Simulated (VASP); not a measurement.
NiO:

```
CELL_PARAMETERS angstrom
0.00000 2.08590 2.08590
2.08590 0.00000 2.08590
2.08590 2.08590 0.00000
ATOMIC_POSITIONS crystal
Ni 0.00000 0.00000 0.00000
O 0.50000 0.50000 0.50000
```

| Item | Value |
| --- | --- |
| Program | VASP 6.6.1 |
| Task | relaxation of cell and atoms |
| Functional | RPBE |
| Potentials or basis | VASP PAW PBE potentials, release 64 (Ni, O) |
| Cutoff | 600 eV |
| k mesh | 11 × 11 × 11 |
| Occupations | fermi-dirac, width 0.05 eV |
| Spin | collinear spin, ferromagnetic start |
| Starting moments | [1.0, 0.0] μB |

At the start: pressure 12.7 GPa; volume 9.08 Å³/atom.

Q: Where does the relaxation end?

A: Over 3 steps the energy falls by 24.9 meV/atom and the volume is 9.74 Å³/atom (+7.3 %); space group Fm-3m (No. 225, to 0.05 Å); moment 1.91 μB per cell.

Step by step:
| step | energy change (eV) | largest force (eV/Å) | pressure (GPa) | volume (Å³) |
| --- | --- | --- | --- | --- |
| 1 | 0.0000 | 0.0000 | 12.74 | 18.15 |
| 2 | -0.0404 | 0.0000 | -4.71 | 20.11 |
| 3 | -0.0499 | 0.0000 | 0.04 | 19.48 |

Final structure:
```
Ni O
1.0
     0.00000    2.13558    2.13558
     2.13558    0.00000    2.13558
     2.13558    2.13558    0.00000
Ni O
1 1
Direct
  0.00000 0.00000 0.00000
  0.50000 0.50000 0.50000
```

Caveat: the PAW data sets were made with another functional, which shifts forces and pressure a little; a cell with one magnetic atom can't hold antiferromagnetic order, which such compounds often take.
